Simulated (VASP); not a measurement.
# GaAs (P-6m2) in VASP: a series of runs

The runs below take GaAs through single point, with r2SCAN50, PBE-based screened hybrid with 25 % exact exchange.

All numbers are computed with VASP 6.6.1; they aren't measurements. Logs are shortened: lines on timing, memory, paths and dates and some standing lists are left out, and cuts for length are marked.

## Step 1: The cell of the first run

It takes space group P-6m2 (No. 187, hexagonal). Conventional cell: a = 3.606 Å, b = 3.606 Å, c = 3.573 Å, α = 90.00°, β = 90.00°, γ = 120.00°. Ga (site symmetry -6m2) has 6 As at 2.74 Å and 8 Ga at 3.57 to 3.61 Å within 3.7 Å. Within 3.7 Å of As (site symmetry -6m2) lie 6 Ga at 2.74 Å and 8 As at 3.57 to 3.61 Å.

## Step 2: Single point, r2SCAN50

File POSCAR:

```
GaAs
1.0
    3.6064012100      0.0000000000      0.0000000000
   -1.8032006000      3.1232350600      0.0000000000
    0.0000000000      0.0000000000      3.5731941600
Ga As
1 1
Direct
    0.3333333300      0.6666666700      0.5000000000
    0.0000000000      0.0000000000      0.0000000000
```

File INCAR.step1:

```
SYSTEM = GaAs
PREC = Accurate
ENCUT = 520
EDIFF = 1E-5
ISMEAR = -1
SIGMA = 0.05
LREAL = .FALSE.
LASPH = .TRUE.
NELM = 60
ALGO = Normal
ISIF = 2
LWAVE = .TRUE.
LCHARG = .FALSE.
NBANDS = 16
GGA = PE
```

File INCAR.step2:

```
SYSTEM = GaAs
PREC = Accurate
ENCUT = 520
EDIFF = 1E-7
ISMEAR = -1
SIGMA = 0.05
LREAL = .FALSE.
LASPH = .TRUE.
NELM = 60
ALGO = Normal
ISIF = 2
LWAVE = .FALSE.
LCHARG = .FALSE.
METAGGA = R2SCAN
LHFCALC = .TRUE.
AEXX = 0.5
LMIXTAU = .TRUE.
PRECFOCK = Normal
NBANDS = 16
ISTART = 1
```

File KPOINTS:

```
Automatic mesh
0
G
  5 5 4
  0 0 0
```

Potentials or basis: VASP PAW PBE potentials, release 64 (Ga_d, As).

Command:

```
$ cat potpaw_PBE.64/Ga_d/POTCAR potpaw_PBE.64/As/POTCAR > POTCAR
$ cp INCAR.step1 INCAR
$ mpirun -np 1 vasp_std > vasp.out
$ cp INCAR.step2 INCAR
$ mpirun -np 1 vasp_std > vasp.out
```

OUTCAR:

```text
SYSTEM = GaAs
   PREC = Accurate
   ENCUT = 520
   EDIFF = 1E-7
   ISMEAR = -1
   LREAL = .FALSE.
   LASPH = .TRUE.
   NELM = 60
   ISIF = 2
   METAGGA = R2SCAN
   LHFCALC = .TRUE.
   AEXX = 0.5
   PRECFOCK = Normal
   ISTART = 1

 ion  position               nearest neighbor table
   1  0.333  0.667  0.500-   2 2.74   2 2.74   2 2.74   2 2.74   2 2.74   2 2.74
   2  0.000  0.000  0.000-   1 2.74   1 2.74   1 2.74   1 2.74   1 2.74   1 2.74

  LATTYP: Found a hexagonal cell.
 ALAT       =     3.6064012100
 C/A-ratio  =     0.9907921920

  Lattice vectors:

 A1 = (   3.6064012100,   0.0000000000,   0.0000000000)
 A2 = (  -1.8032006000,   3.1232350600,   0.0000000000)
 A3 = (   0.0000000000,   0.0000000000,   3.5731941600)

Analysis of symmetry for initial positions (statically):
=====================================================================
 Subroutine PRICEL returns:
 Original cell was already a primitive cell.

 Routine SETGRP: Setting up the symmetry group for a
 hexagonal supercell.

 Subroutine GETGRP returns: Found 12 space group operations
 (whereof 12 operations were pure point group operations)
 out of a pool of 24 trial point group operations.

The static configuration has the point symmetry D_3h.

Analysis of symmetry for dynamics (positions and initial velocities):
=====================================================================
 Subroutine PRICEL returns:
 Original cell was already a primitive cell.

 Routine SETGRP: Setting up the symmetry group for a
 hexagonal supercell.

 Subroutine GETGRP returns: Found 12 space group operations
 (whereof 12 operations were pure point group operations)
 out of a pool of 24 trial point group operations.

The dynamic configuration has the point symmetry D_3h.

 Subroutine INISYM returns: Found 12 space group operations
 (whereof 12 operations are pure point group operations),
 and found     1 'primitive' translations

----------------------------------------------------------------------------------------

                                     Primitive cell

  volume of cell :      40.2472

  direct lattice vectors                    reciprocal lattice vectors
     3.606401210  0.000000000  0.000000000     0.277284734  0.160090416  0.000000000
    -1.803200600  3.123235060  0.000000000     0.000000000  0.320180832  0.000000000
     0.000000000  0.000000000  3.573194160     0.000000000  0.000000000  0.279861646

  length of vectors
     3.606401210  3.606401204  3.573194160     0.320180831  0.320180832  0.279861646

  position of ions in fractional coordinates (direct lattice)
     0.333333330  0.666666670  0.500000000
     0.000000000  0.000000000  0.000000000

  ion indices of the primitive-cell ions
   primitive index   ion index
                 1           1
                 2           2

----------------------------------------------------------------------------------------

 KPOINTS: Automatic mesh

Automatic generation of k-mesh.
 Grid dimensions read from file:
 generate k-points for:    5    5    4

 Generating k-lattice:

  Cartesian coordinates                     Fractional coordinates (reciprocal lattice)
     0.055456947  0.032018083  0.000000000     0.200000000  0.000000000  0.000000000
     0.000000000  0.064036166  0.000000000     0.000000000  0.200000000  0.000000000
     0.000000000  0.000000000  0.069965412     0.000000000  0.000000000  0.250000000

  Length of vectors
     0.064036166  0.064036166  0.069965412

  Shift w.r.t. Gamma in fractional coordinates (k-lattice)
     0.000000000  0.000000000  0.000000000

 Subroutine IBZKPT returns following result:
 ===========================================

 Found     15 irreducible k-points:

 Following reciprocal coordinates:
            Coordinates               Weight
  0.000000  0.000000  0.000000      1.000000
  0.200000 -0.000000  0.000000      6.000000
  0.400000 -0.000000  0.000000      6.000000
  0.200000  0.200000  0.000000      6.000000
  0.400000  0.200000  0.000000      6.000000
  0.000000  0.000000  0.250000      2.000000
  0.200000 -0.000000  0.250000     12.000000
  0.400000 -0.000000  0.250000     12.000000
  0.200000  0.200000  0.250000     12.000000
  0.400000  0.200000  0.250000     12.000000
  0.000000  0.000000  0.500000      1.000000
  0.200000 -0.000000  0.500000      6.000000
  0.400000 -0.000000  0.500000      6.000000
  0.200000  0.200000  0.500000      6.000000
  0.400000  0.200000  0.500000      6.000000
   k-points           NKPTS =     15   k-points in BZ     NKDIM =    100   number of bands    NBANDS=     16
   number of dos      NEDOS =    301   number of ions     NIONS =      2
   total plane-waves  NPLWV =  21952
   dimension x,y,z NGX =    28 NGY =   28 NGZ =   28
   dimension x,y,z NGXF=    56 NGYF=   56 NGZF=   56
   ions per type =               1   1
   NGX,Y,Z   is equivalent  to a cutoff of  12.91, 12.91, 13.03 a.u.
   NGXF,Y,Z  is equivalent  to a cutoff of  25.81, 25.81, 26.05 a.u.
 SYSTEM =  GaAs
   PREC   = accura    normal or accurate (medium, high low for compatibility)
   ISTART =      1    job   : 0-new  1-cont  2-samecut
   ICHARG =      0    charge: 1-file 2-atom 10-const
   ISPIN  =      1    spin polarized calculation?
   LNONCOLLINEAR =      F non collinear calculations
   LSORBIT =      F    spin-orbit coupling
   LASPH  =      T    aspherical Exc in radial PAW
   ENCUT  =  520.0 eV  38.22 Ry    6.18 a.u.   6.71  6.71  6.64*2*pi/ulx,y,z
   NELM   =     60;   NELMIN=  2; NELMDL=  0     # of ELM steps
   EDIFF  = 0.1E-06   stopping-criterion for ELM
   LREAL  =      F    real-space projection
   EDIFFG = 0.1E-05   stopping-criterion for IOM
   NSW    =      0    number of steps for IOM
   IBRION =     -1    ionic relax: 0-MD 1-quasi-New 2-CG
   NFREE  =      0    steps in history (QN), initial steepest desc. (CG)
   ISIF   =      2    stress and relaxation
   ISYM   =      3    0-nonsym 1-usesym 2-fastsym
   POTIM  = 0.5000    time-step for ionic-motion
   TEBEG  =    0.0;   TEEND  =   0.0 temperature during run
   PSTRESS=    0.0 pullay stress
   NELECT =      18.0000    total number of electrons
   NUPDOWN=      -1.0000    fix difference up-down
   EMIN   =  10.00;   EMAX   =-10.00  energy-range for DOS
   EFERMI =   0.00;   METHOD = LEGACY
   ISMEAR =    -1;   SIGMA  =   0.05  broadening in eV -4-tet -1-fermi 0-gaus
   EFERMI_NEDOS =   21; number of points for ismear=-14 and -15
   IALGO  =     38    algorithm
   IMIX   =      1    mixing-type and parameters
     AMIX     =   0.40;   BMIX     =  1.00
     AMIX_MAG =   1.60;   BMIX_MAG =  1.00
  volume/ion in A,a.u.               =      20.12       135.80
  Fermi-wavevector in a.u.,A,eV,Ry     =   1.251951  2.365844 21.325507  1.567381
  Thomas-Fermi vector in A             =   2.385874
   LORBIT       =      0    0 simple, 1 ext, 2 COOP (PROOUT), +10 PAW based schemes
   METAGGA = R2SCAN    functional components
   LHFCALC =     T    Hartree Fock is set to
   PRECFOCK=normal    Normal, Fast or Accurate (Low or Medium for compatibility)
   ENCUT4O =  -1.0   cutoff for four orbital integrals eV
   NKREDX  =     1    reduce k-point grid by
   NKREDY  =     1    reduce k-point grid by
   NKREDZ  =     1    reduce k-point grid by
   AEXX    =    0.5000 exact exchange contribution
   HFSCREEN=    0.0000 screening length (either q_TF or 0.3 A-1)
   HFSCREENC=   0.0000 screening length for correlation (either q_TF or 0.3 A-1)
   ENCUTFOCK=  -1.0 apply spherical cutoff to Coloumb kernel
   IVDW    =     0    specifies the selected vdW correction
   LEPSILON=     F    determine dielectric tensor
   LRPA    =     F    only Hartree local field effects (RPA)
 non-spin polarized calculation
  energy-cutoff  :      520.00
  volume of cell :       40.25
 maximum number of plane-waves:      1094
 NGX is ok and might be reduce to    28
  NGX = 24; NGY = 24; NGZ = 20

 number of electron      18.0000006 magnetization

 Free energy of the ion-electron system (eV)
  ---------------------------------------------------
  ext. energy  EPLUGINS =         0.00000000
  ---------------------------------------------------
  free energy    TOTEN  =       -21.51172116 eV

  energy without entropy =      -21.50901258  energy(sigma->0) =      -21.51036687

 E-fermi :   5.2609     XC(G=0):  -6.2736

 val. band max:        4.1787960638   @ k =   0.4000   0.2000   0.2500
 cond. band min:       5.3413994512   @ k =   0.4000  -0.0000   0.0000
 fundamental gap:      1.1626033874
 Fermi energy:         5.2608918190

 k-point     1 :       0.0000    0.0000    0.0000
  band No.  band energies     occupation
      1     -16.8858      2.00000
      2     -16.8858      2.00000
      3     -16.8519      2.00000
      4     -16.8285      2.00000
      5     -16.8285      2.00000
      6     -12.4603      2.00000
[... 8 lines left out ...]
     15      18.4869      0.00000
     16      21.6988      0.00000

 k-point     2 :       0.2000   -0.0000    0.0000
  band No.  band energies     occupation
      1     -16.8943      2.00000
      2     -16.8689      2.00000
      3     -16.8433      2.00000
      4     -16.8405      2.00000
      5     -16.8307      2.00000
      6     -11.8298      2.00000
[... 8 lines left out ...]
     15      17.9861      0.00000
     16      20.6690      0.00000

 k-point     3 :       0.4000   -0.0000    0.0000
  band No.  band energies     occupation
      1     -16.9094      2.00000
      2     -16.8595      2.00000
      3     -16.8412      2.00000
      4     -16.8341      2.00000
      5     -16.8287      2.00000
      6     -10.2628      2.00000
[... 8 lines left out ...]
     15      20.2051      0.00000
     16      20.5117      0.00000
[... 191 lines left out ...]
 k-point    14 :       0.2000    0.2000    0.5000
  band No.  band energies     occupation
      1     -16.9114      2.00000
      2     -16.8836      2.00000
      3     -16.8680      2.00000
      4     -16.8508      2.00000
      5     -16.7761      2.00000
      6      -8.7379      2.00000
[... 8 lines left out ...]
     15      18.6666      0.00000
     16      22.9864      0.00000

 k-point    15 :       0.4000    0.2000    0.5000
  band No.  band energies     occupation
      1     -16.9261      2.00000
      2     -16.8820      2.00000
      3     -16.8777      2.00000
      4     -16.8443      2.00000
      5     -16.7693      2.00000
      6      -7.8328      2.00000
[... 8 lines left out ...]
     15      21.7582      0.00000
     16      23.0843      0.00000

------------------------ aborting loop because EDIFF is reached ----------------------------------------

  FORCE on cell =-STRESS in cart. coord.  units (eV):
  Direction    XX          YY          ZZ          XY          YZ          ZX
  --------------------------------------------------------------------------------------
  -------------------------------------------------------------------------------------
  Total       -0.3842785     -0.3842785     -3.6500390     -0.0000000     -0.0000000      0.0000000
  in kB      -15.2975319    -15.2975319   -145.3023919     -0.0000000     -0.0000000      0.0000000
  external PRESSURE =     -58.6324852 kB  Pullay stress =       0.0000000 kB

 VOLUME and BASIS-vectors are now :
 -----------------------------------------------------------------------------
  energy-cutoff  :      520.00
  volume of cell :       40.25
      direct lattice vectors                 reciprocal lattice vectors
     3.606401210  0.000000000  0.000000000     0.277284734  0.160090416  0.000000000
    -1.803200600  3.123235060  0.000000000     0.000000000  0.320180832  0.000000000
     0.000000000  0.000000000  3.573194160     0.000000000  0.000000000  0.279861646

 POSITION                                       TOTAL-FORCE (eV/Angst)
 -----------------------------------------------------------------------------------
     -0.00000      2.08216      1.78660         0.000000      0.000000      0.000000
      0.00000      0.00000      0.00000        -0.000000      0.000000      0.000000
 -----------------------------------------------------------------------------------
    total drift:                                0.000007     -0.000004      0.000000

  FREE ENERGIE OF THE ION-ELECTRON SYSTEM (eV)
  ---------------------------------------------------
  free  energy   TOTEN  =       -21.5117211571 eV

  energy  without entropy=      -21.5090125800  energy(sigma->0) =      -21.51036687
```

It took 32 min on 1 thread of Intel Xeon 8259CL, shared host; peak memory 0.18 GiB.

Results:

- Free energy: -21.5117 eV
- Pressure: -5.9 GPa
- Band gap on the k mesh: zero (bands 9 and 10 overlap by 5.38 eV)

Caveat: the k points lie up to 0.44 Å⁻¹ apart, too coarse for converged energies and pressures of a metal; the PAW data sets were made with another functional, which shifts forces and pressure a little.

## Step 3: Single point, PBE-based screened hybrid with 25 % exact exchange

This run uses another cell than the first one, of 20.57 Å³/atom.

File POSCAR:

```
GaAs
1.0
    3.9535828013     -0.0000000032      0.0000000000
   -1.9767913979      3.4239031434      0.0000000000
    0.0000000000      0.0000000000      3.0397063015
Ga As
1 1
Direct
    0.3333333333      0.6666666667      0.5000000000
    0.0000000000      0.0000000000      0.0000000000
```

File INCAR.step1:

```
SYSTEM = GaAs
ALGO = Normal
EDIFF = 1E-5
ENCUT = 520
GGA = PE
ISIF = 2
ISMEAR = -1
LASPH = .True.
LREAL = .False.
LWAVE = .True.
NBANDS = 16
NELM = 80
PREC = Accurate
SIGMA = 0.05
```

File INCAR.step2:

```
SYSTEM = GaAs
AEXX = 0.25
ALGO = Normal
EDIFF = 1E-7
ENCUT = 520
GGA = PE
HFSCREEN = 0.3
ISIF = 2
ISMEAR = -1
ISTART = 1
LASPH = .True.
LCHARG = .True.
LELF = .True.
LHFCALC = .True.
LREAL = .False.
LVHAR = .True.
LWAVE = .False.
NBANDS = 16
NELM = 80
PREC = Accurate
PRECFOCK = Normal
SIGMA = 0.05
```

File KPOINTS:

```
k-points
0
Gamma
  5 5 4
  0 0 0
```

Potentials or basis: VASP PAW PBE potentials, release 64 (Ga_d, As).

Command:

```
$ cat potpaw_PBE.64/Ga_d/POTCAR potpaw_PBE.64/As/POTCAR > POTCAR
$ cp INCAR.step1 INCAR
$ mpirun -np 1 vasp_std > vasp.out
$ cp INCAR.step2 INCAR
$ mpirun -np 1 vasp_std > vasp.out
```

It took 21 min on 1 thread of Intel Xeon 8259CL, shared host; peak memory 0.28 GiB.

The run converged. Its results:

```
Free energy            : -8.6180 eV
Pressure               : -0.1 GPa
Band gap on the k mesh : zero (bands 9 and 10 overlap by 4.01 eV)
```

Levels at points of the mesh, in eV from the Fermi level:
```
           k point  band 6  band 7  band 8  band 9  band 10  band 11  band 12  band 13
(0.00, 0.00, 0.00)  -15.08   -2.28   -2.16   -2.16     1.63     3.23     3.23     6.68
(0.00, 0.00, 0.50)  -12.01   -8.70    0.44    0.44     2.19     2.94     4.36     4.36
```

Caveat: the k points lie up to 0.52 Å⁻¹ apart, too coarse for converged energies and pressures of a metal; the PAW data sets were made with another functional, which shifts forces and pressure a little.

The gap in the log of VASP goes by the Fermi energy; the results here count the filled bands.